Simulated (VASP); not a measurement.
Input of a VASP 6.6.1 run:

The input INCAR:

```
PREC = Accurate
ENCUT = 520
EDIFF = 1E-7
ISMEAR = 0
SIGMA = 0.02
LREAL = F
LASPH = T
NELM = 100
ALGO = Normal
ISIF = 2
LWAVE = F
LCHARG = T
GGA = PE
LELF = T
LVHAR = T
NBANDS = 47
```

Contents of KPOINTS:

```
regular mesh
0
Gamma
  6 6 4
```

File POSCAR:

```
Lu2NF3
1.0
    3.6376862103      0.0000000000      0.0000000000
   -1.8188431052      3.1503286691      0.0000000000
    0.0000000000      0.0000000000      6.4519983770
Lu N F
2 1 3
Direct
    0.3333333333      0.6666666667      0.2133960965
    0.6666666667      0.3333333333      0.7866039035
    0.0000000000      0.0000000000      0.0000000000
    0.3333333333      0.6666666667      0.6928078277
    0.6666666667      0.3333333333      0.3071921723
    0.0000000000      0.0000000000      0.5000000000
```

Potentials or basis: VASP PAW PBE potentials, release 64 (Lu, N, F).

Run with:

```bash
$ cat potpaw_PBE.64/Lu/POTCAR potpaw_PBE.64/N/POTCAR potpaw_PBE.64/F/POTCAR > POTCAR
$ mpirun -np 1 vasp_std > vasp.out
```

Predict the pressure.

0.8 GPa.

What does it give for the band gap on the k mesh?

3.13 eV, direct.

Forces on the atoms (eV/Å):
```
Lu   0.000  0.000 -0.018
Lu   0.000  0.000  0.018
N    0.000  0.000  0.000
F    0.000  0.000 -0.053
F    0.000  0.000  0.053
F    0.000  0.000  0.000
```

Caveat: spin-orbit coupling is left out, which moves the levels of the heavy elements. Expect the measured gap to be larger: semilocal functionals such as PBE lack the derivative discontinuity.
